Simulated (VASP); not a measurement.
**PtSe2: single point with r2SCAN**

The system is PtSe2.

```
Pt Se
1.0
     3.72400    0.00000    0.00000
    -1.86200    3.22508    0.00000
     0.00000    0.00000    5.06200
Pt Se
1 2
Direct
  0.00000 0.00000 0.00000
  0.33333 0.66667 0.25000
  0.66667 0.33333 0.75000
```

| Property | Result |
| --- | --- |
| Program | VASP 6.6.1 |
| Task | single point |
| Functional | r2SCAN |
| Potentials or basis | VASP PAW PBE potentials, release 64 (Pt, Se) |
| Cutoff | 520 eV |
| k mesh | 9 × 9 × 6 |
| Occupations | fermi-dirac, width 0.1 eV |
| Spin | no spin polarisation |
| Dipole correction | no |
| Further INCAR settings | ALGO = Normal; EDIFF = 1e-06; NBANDS = 18 |

```yaml
Pressure: 5.0 GPa
Largest_force: 0.389 eV/Å
Band_gap_on_the_k_mesh: zero (bands 11 and 12 overlap by 0.25 eV)
```

Forces in eV/Å, atoms in the order of the input:
```
Pt   0.000  0.000  0.000
Se   0.000  0.000  0.389
Se   0.000  0.000 -0.389
```

Stress tensor (GPa, compression positive):
```
5.06 0.00 0.00
0.00 5.06 0.00
0.00 0.00 4.90
```

Levels at points of the mesh, in eV from the Fermi level:
```
           k point  band 7  band 8  band 9  band 10  band 11  band 12  band 13  band 14  band 15  band 16
(0.00, 0.00, 0.00)   -4.29   -2.78   -1.22    -1.22     0.35     1.50     1.50     4.00     4.75     7.68
(0.00, 0.00, 0.50)   -4.33   -3.06   -1.79    -1.66    -1.66     2.37     2.37     5.21     6.77     7.12
```

It took 6.1 min on 1 thread of Intel Xeon 8259CL, with other jobs on the host, peak memory 0.23 GiB.

Caveat: the cell stands under pressure; the PAW data sets were made with another functional, which shifts forces and pressure a little; spin-orbit coupling is left out, which moves the levels of the heavy elements.
